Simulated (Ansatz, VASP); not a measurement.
Mg3CdSe4 in VASP and in Ansatz

```
Mg Cd Se
1.0
     5.58050    0.00000    0.00000
     0.00000    5.58050    0.00000
     0.00000    0.00000    5.58050
Mg Cd Se
3 1 4
Direct
  0.50000 0.00000 0.00000
  0.00000 0.00000 0.50000
  0.00000 0.50000 0.00000
  0.50000 0.50000 0.50000
  0.00000 0.50000 0.50000
  0.50000 0.50000 0.00000
  0.00000 0.00000 0.00000
  0.50000 0.00000 0.50000
```

Alike in both runs: functional PBE; k mesh 8 × 8 × 8; occupations gaussian, width 0.1 eV; no spin polarisation.

Ansatz relaxed the structure, and its values are those at the end. VASP's run is a single point on that final structure, the one shown.

|  | VASP | Ansatz |
| --- | --- | --- |
| version | VASP 6.6.1 | Ansatz 0.2.0 |
| potentials or method | VASP PAW PBE potentials, release 64 (Mg, Cd, Se), cutoff 520 eV | scalar-relativistic, plane waves, PAW |
| valence electrons in the cell | 42 | 114 |

|  | VASP | Ansatz | Ansatz less VASP |
| --- | --- | --- | --- |
| gap on the k mesh at the Fermi level (eV) | none | none | - |
| pressure (GPa) | 0.0 | 0.0 | -0.02 |

A gap of «none» marks a metal or a gap that the smearing closes. VASP's potentials hold 42 valence electrons a cell and Ansatz's 114, so a difference there can come from the potentials and not from the codes.
